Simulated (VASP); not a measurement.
# Al6N in VASP: further runs

The runs below take Al6N through single point, with PBE.

Everything below comes from runs of VASP 6.6.1. Logs are shortened: lines on timing, memory, paths and dates and some standing lists are left out, and cuts for length are marked.

## (1) The cell of the first run

The cell holds a slab with vacuum, 14 atoms: a = 5.714 Å, b = 5.714 Å, c = 22.175 Å, α = 90.00°, β = 90.00°, γ = 90.00°.

## (2) Single point, PBE

The input, INCAR:

```
ALGO     = Normal         # electronic algorithm
DIPOL    = 0.5 0.5 0.305
EDIFF    = 1E-7           # SCF threshold, eV
ENCUT    = 520            # plane-wave cutoff, eV
GGA      = PE             # functional
IDIPOL   = 3            
ISIF     = 2              # what is computed and relaxed
ISMEAR   = 0              # smearing method
LASPH    = True           # aspherical terms in the spheres
LCHARG   = False          # write CHGCAR
LDIPOL   = True         
LREAL    = False          # projectors in reciprocal space
LWAVE    = False          # write WAVECAR
NBANDS   = 36             # bands
NELM     = 60             # most SCF steps
PREC     = Accurate       # precision mode
SIGMA    = 0.1            # smearing width, eV
```

The input, KPOINTS:

```
k-points
0
Gamma
  5 5 1
```

The input, POSCAR:

```
Al6N
1.0
    5.7143028096      0.0000000000      0.0000000000
    0.0000000000      5.7143028096      0.0000000000
    0.0000000000      0.0000000000     22.1750227687
Al N
12 2
Direct
    0.2500000000      0.2500000000      0.1803831293
    0.2500000000      0.7500000000      0.1803831293
    0.7500000000      0.2500000000      0.1803831293
    0.7500000000      0.7500000000      0.1803831293
    0.0000000000      0.0000000000      0.2744094920
    0.0000000000      0.5000000000      0.2744094920
    0.5000000000      0.0000000000      0.2744094920
    0.5000000000      0.5000000000      0.2744094920
    0.2500000000      0.2500000000      0.3686590473
    0.2500000000      0.7500000000      0.3686590473
    0.7500000000      0.2500000000      0.3686590473
    0.7500000000      0.7500000000      0.3686590473
    0.3660379008      0.5000000000      0.4859080814
    0.6339620992      0.5000000000      0.4859080814
```

Potentials or basis: VASP PAW PBE potentials, release 64 (Al, N).

On the command line:

```
> cat potpaw_PBE.64/Al/POTCAR potpaw_PBE.64/N/POTCAR > POTCAR
> mpirun -np 1 vasp_std > vasp.out
```

OUTCAR:

```text
EDIFF = 1E-7
   ENCUT = 520
   GGA = PE
   ISIF = 2
   ISMEAR = 0
   LASPH = True
   LREAL = False
   NELM = 60
   PREC = Accurate

 ion  position               nearest neighbor table
   1  0.250  0.250  0.180-   2 2.86   3 2.86   2 2.86   3 2.86   7 2.90   8 2.90   5 2.90   6 2.90

   2  0.250  0.750  0.180-   1 2.86   4 2.86   1 2.86   4 2.86   7 2.90   8 2.90   5 2.90   6 2.90

   3  0.750  0.250  0.180-   1 2.86   4 2.86   4 2.86   1 2.86   7 2.90   8 2.90   5 2.90   6 2.90
[... 15 lines left out ...]
  11  0.750  0.250  0.369-   9 2.86  12 2.86  12 2.86   9 2.86   5 2.91   6 2.91   7 2.91   8 2.91

  12  0.750  0.750  0.369-  10 2.86  11 2.86  11 2.86  10 2.86   5 2.91   6 2.91   7 2.91   8 2.91

  13  0.366  0.500  0.486-  14 1.53
  14  0.634  0.500  0.486-  13 1.53

  LATTYP: Found a simple tetragonal cell.
 ALAT       =     5.7143028096
 C/A-ratio  =     3.8806173750

  Lattice vectors:

 A1 = (   5.7143028096,   0.0000000000,   0.0000000000)
 A2 = (   0.0000000000,   5.7143028096,   0.0000000000)
 A3 = (   0.0000000000,   0.0000000000,  22.1750227687)

Analysis of symmetry for initial positions (statically):
=====================================================================
 Subroutine PRICEL returns:
 Original cell was already a primitive cell.

 Routine SETGRP: Setting up the symmetry group for a
 simple tetragonal supercell.

 Subroutine GETGRP returns: Found  4 space group operations
 (whereof  4 operations were pure point group operations)
 out of a pool of 16 trial point group operations.

The static configuration has the point symmetry C_2v.

Analysis of symmetry for dynamics (positions and initial velocities):
=====================================================================
 Subroutine PRICEL returns:
 Original cell was already a primitive cell.

 Routine SETGRP: Setting up the symmetry group for a
 simple tetragonal supercell.

 Subroutine GETGRP returns: Found  4 space group operations
 (whereof  4 operations were pure point group operations)
 out of a pool of 16 trial point group operations.

The dynamic configuration has the point symmetry C_2v.

 Subroutine INISYM returns: Found  4 space group operations
 (whereof  4 operations are pure point group operations),
 and found     1 'primitive' translations

----------------------------------------------------------------------------------------

                                     Primitive cell

  volume of cell :     724.0867

  direct lattice vectors                    reciprocal lattice vectors
     5.714302810  0.000000000  0.000000000     0.174999476  0.000000000  0.000000000
     0.000000000  5.714302810  0.000000000     0.000000000  0.174999476  0.000000000
     0.000000000  0.000000000 22.175022769     0.000000000  0.000000000  0.045095782

  length of vectors
     5.714302810  5.714302810 22.175022769     0.174999476  0.174999476  0.045095782

  position of ions in fractional coordinates (direct lattice)
     0.250000000  0.250000000  0.180383129
     0.250000000  0.750000000  0.180383129
     0.750000000  0.250000000  0.180383129
     0.750000000  0.750000000  0.180383129
     0.000000000  0.000000000  0.274409492
     0.000000000  0.500000000  0.274409492
     0.500000000  0.000000000  0.274409492
     0.500000000  0.500000000  0.274409492
     0.250000000  0.250000000  0.368659047
     0.250000000  0.750000000  0.368659047
     0.750000000  0.250000000  0.368659047
     0.750000000  0.750000000  0.368659047
     0.366037901  0.500000000  0.485908081
     0.633962099  0.500000000  0.485908081

  ion indices of the primitive-cell ions
   primitive index   ion index
                 1           1
                 2           2
                 3           3
                 4           4
                 5           5
                 6           6
                 7           7
                 8           8
                 9           9
                10          10
                11          11
                12          12
                13          13
                14          14

----------------------------------------------------------------------------------------

 KPOINTS: k-points

Automatic generation of k-mesh.
 Grid dimensions read from file:
 generate k-points for:    5    5    1

 Generating k-lattice:

  Cartesian coordinates                     Fractional coordinates (reciprocal lattice)
     0.034999895  0.000000000  0.000000000     0.200000000  0.000000000  0.000000000
     0.000000000  0.034999895  0.000000000     0.000000000  0.200000000  0.000000000
     0.000000000  0.000000000  0.045095782     0.000000000  0.000000000  1.000000000

  Length of vectors
     0.034999895  0.034999895  0.045095782

  Shift w.r.t. Gamma in fractional coordinates (k-lattice)
     0.000000000  0.000000000  0.000000000

 Subroutine IBZKPT returns following result:
 ===========================================

 Found      9 irreducible k-points:

 Following reciprocal coordinates:
            Coordinates               Weight
  0.000000  0.000000  0.000000      1.000000
  0.200000  0.000000  0.000000      2.000000
  0.000000  0.200000  0.000000      2.000000
  0.400000  0.000000  0.000000      2.000000
  0.000000  0.400000  0.000000      2.000000
  0.200000  0.200000  0.000000      4.000000
  0.400000  0.200000  0.000000      4.000000
 -0.200000  0.400000  0.000000      4.000000
  0.400000  0.400000  0.000000      4.000000
   k-points           NKPTS =      9   k-points in BZ     NKDIM =      9   number of bands    NBANDS=     36
   number of dos      NEDOS =    301   number of ions     NIONS =     14
   total plane-waves  NPLWV = 296352
   dimension x,y,z NGX =    42 NGY =   42 NGZ =  168
   dimension x,y,z NGXF=    84 NGYF=   84 NGZF=  336
   ions per type =              12   2
   NGX,Y,Z   is equivalent  to a cutoff of  12.22, 12.22, 12.59 a.u.
   NGXF,Y,Z  is equivalent  to a cutoff of  24.44, 24.44, 25.19 a.u.
 SYSTEM =  unknown system
   PREC   = accura    normal or accurate (medium, high low for compatibility)
   ISTART =      0    job   : 0-new  1-cont  2-samecut
   ICHARG =      2    charge: 1-file 2-atom 10-const
   ISPIN  =      1    spin polarized calculation?
   LNONCOLLINEAR =      F non collinear calculations
   LSORBIT =      F    spin-orbit coupling
   LASPH  =      T    aspherical Exc in radial PAW
   ENCUT  =  520.0 eV  38.22 Ry    6.18 a.u.  10.62 10.62 41.23*2*pi/ulx,y,z
   NELM   =     60;   NELMIN=  2; NELMDL= -5     # of ELM steps
   EDIFF  = 0.1E-06   stopping-criterion for ELM
   LREAL  =      F    real-space projection
   EDIFFG = 0.1E-05   stopping-criterion for IOM
   NSW    =      0    number of steps for IOM
   IBRION =     -1    ionic relax: 0-MD 1-quasi-New 2-CG
   NFREE  =      0    steps in history (QN), initial steepest desc. (CG)
   ISIF   =      2    stress and relaxation
   ISYM   =      2    0-nonsym 1-usesym 2-fastsym
   POTIM  = 0.5000    time-step for ionic-motion
   TEBEG  =    0.0;   TEEND  =   0.0 temperature during run
   PSTRESS=    0.0 pullay stress
   NELECT =      46.0000    total number of electrons
   NUPDOWN=      -1.0000    fix difference up-down
   EMIN   =  10.00;   EMAX   =-10.00  energy-range for DOS
   EFERMI =   0.00;   METHOD = LEGACY
   ISMEAR =     0;   SIGMA  =   0.10  broadening in eV -4-tet -1-fermi 0-gaus
   EFERMI_NEDOS =   21; number of points for ismear=-14 and -15
   IALGO  =     38    algorithm
   IMIX   =      4    mixing-type and parameters
     AMIX     =   0.40;   BMIX     =  1.00
     AMIX_MAG =   1.60;   BMIX_MAG =  1.00
  volume/ion in A,a.u.               =      51.72       349.03
  Fermi-wavevector in a.u.,A,eV,Ry     =   0.653227  1.234419  5.805675  0.426705
  Thomas-Fermi vector in A             =   1.723399
   LORBIT       =      0    0 simple, 1 ext, 2 COOP (PROOUT), +10 PAW based schemes
   GGA     = PE    functional components
   LHFCALC =     F    Hartree Fock is set to
   AEXX    =    0.0000 exact exchange contribution
   IVDW    =     0    specifies the selected vdW correction
   LEPSILON=     F    determine dielectric tensor
   LRPA    =     F    only Hartree local field effects (RPA)
 non-spin polarized calculation
 Gauss-broadening in eV      SIGMA  =   0.10
  energy-cutoff  :      520.00
  volume of cell :      724.09
 maximum number of plane-waves:     19529
   NGX = 21   NGY = 21   NGZ = 83

 dipolmoment           0.000000      0.000000     -0.128389 electrons x Angstroem

 number of electron      45.9999999 magnetization

 dipolmoment           0.000000      0.000000      0.257107 electrons x Angstroem

 Free energy of the ion-electron system (eV)
  ---------------------------------------------------
  ext. energy  EPLUGINS =         0.00000000
  ---------------------------------------------------
  free energy    TOTEN  =       -53.28007162 eV

  energy without entropy =      -53.25495762  energy(sigma->0) =      -53.26751462

 E-fermi :  -1.1762     XC(G=0):  -4.0856

 val. band max:       -1.2184188228   @ k =   0.0000   0.0000   0.0000
 cond. band min:      -1.1145728120   @ k =  -0.2000   0.4000   0.0000
 fundamental gap:      0.1038460108
 Fermi energy:        -1.1762017964

 k-point     1 :       0.0000    0.0000    0.0000
  band No.  band energies     occupation
      1     -18.0248      2.00000
      2     -11.3646      2.00000
      3     -11.3436      2.00000
      4      -9.2427      2.00000
      5      -6.9559      2.00000
      6      -6.9509      2.00000
[... 331 lines left out ...]
     34       1.5564      0.00000
     35       1.7747      0.00000
 [bands above 35 left out]

------------------------ aborting loop because EDIFF is reached ----------------------------------------

 vacuum level on the upper side and lower side of the slab       (xc-potential included)         0.666        -0.736

  FORCE on cell =-STRESS in cart. coord.  units (eV):
  Direction    XX          YY          ZZ          XY          YZ          ZX
  --------------------------------------------------------------------------------------
  -------------------------------------------------------------------------------------
  Total      -25.6532867     -7.3412005     -2.6708651      0.0000000      0.0000000      0.0000000
  in kB      -56.7626969    -16.2437797     -5.9097888      0.0000000      0.0000000      0.0000000
  external PRESSURE =     -26.3054218 kB  Pullay stress =       0.0000000 kB

 VOLUME and BASIS-vectors are now :
 -----------------------------------------------------------------------------
  energy-cutoff  :      520.00
  volume of cell :      724.09
      direct lattice vectors                 reciprocal lattice vectors
     5.714302810  0.000000000  0.000000000     0.174999476  0.000000000  0.000000000
     0.000000000  5.714302810  0.000000000     0.000000000  0.174999476  0.000000000
     0.000000000  0.000000000 22.175022769     0.000000000  0.000000000  0.045095782

 POSITION                                       TOTAL-FORCE (eV/Angst)
 -----------------------------------------------------------------------------------
      1.42858      1.42858      4.00000        -0.012103     -0.004958      0.038714
      1.42858      4.28573      4.00000        -0.012103      0.004958      0.038714
      4.28573      1.42858      4.00000         0.012103     -0.004958      0.038714
      4.28573      4.28573      4.00000         0.012103      0.004958      0.038714
      0.00000      0.00000      6.08504         0.000000      0.000000      0.003192
      0.00000      2.85715      6.08504         0.000000      0.000000      0.008869
      2.85715      0.00000      6.08504         0.000000      0.000000     -0.050910
      2.85715      2.85715      6.08504         0.000000      0.000000      0.069594
      1.42858      1.42858      8.17502        -0.052685     -0.038962      0.139532
      1.42858      4.28573      8.17502        -0.052685      0.038962      0.139532
      4.28573      1.42858      8.17502         0.052685     -0.038962      0.139532
      4.28573      4.28573      8.17502         0.052685      0.038962      0.139532
      2.09165      2.85715     10.77502        11.878242      0.000000     -0.371865
      3.62265      2.85715     10.77502       -11.878242      0.000000     -0.371865
 -----------------------------------------------------------------------------------
    total drift:                                0.000000      0.000000      0.000324

  FREE ENERGIE OF THE ION-ELECTRON SYSTEM (eV)
  ---------------------------------------------------
  free  energy   TOTEN  =       -53.2800716170 eV

  energy  without entropy=      -53.2549576229  energy(sigma->0) =      -53.26751462

 vacuum level on the upper side and lower side of the slab         4.603         3.165
```

Run time: 12 min. Hardware: 1 thread of Intel Xeon Platinum 8259CL at 2.50GHz (Skylake/Cascade Lake), shared host; peak memory 0.69 GiB.

Results:

| Item | Value |
| --- | --- |
| Free energy | -53.2801 eV |
| Largest force | 11.884 eV/Å |
| Band gap on the k mesh | zero (bands 23 and 24 overlap by 0.39 eV) |

Forces in eV/Å, atoms in the order of the input:
```
Al   -0.012  -0.005   0.039
Al   -0.012   0.005   0.039
Al    0.012  -0.005   0.039
Al    0.012   0.005   0.039
Al    0.000   0.000   0.003
Al    0.000   0.000   0.009
Al    0.000   0.000  -0.051
Al    0.000   0.000   0.070
Al   -0.053  -0.039   0.140
Al   -0.053   0.039   0.140
Al    0.053  -0.039   0.140
Al    0.053   0.039   0.140
N    11.878   0.000  -0.372
N   -11.878   0.000  -0.372
```

Levels at points of the mesh, in eV from the Fermi level:
```
           k point  band 19  band 20  band 21  band 22  band 23  band 24  band 25  band 26  band 27  band 28
(0.00, 0.00, 0.00)    -1.43    -0.98    -0.80    -0.73    -0.44    -0.13    -0.05    -0.04     0.10     0.39
```

[end of part 1 of 2]
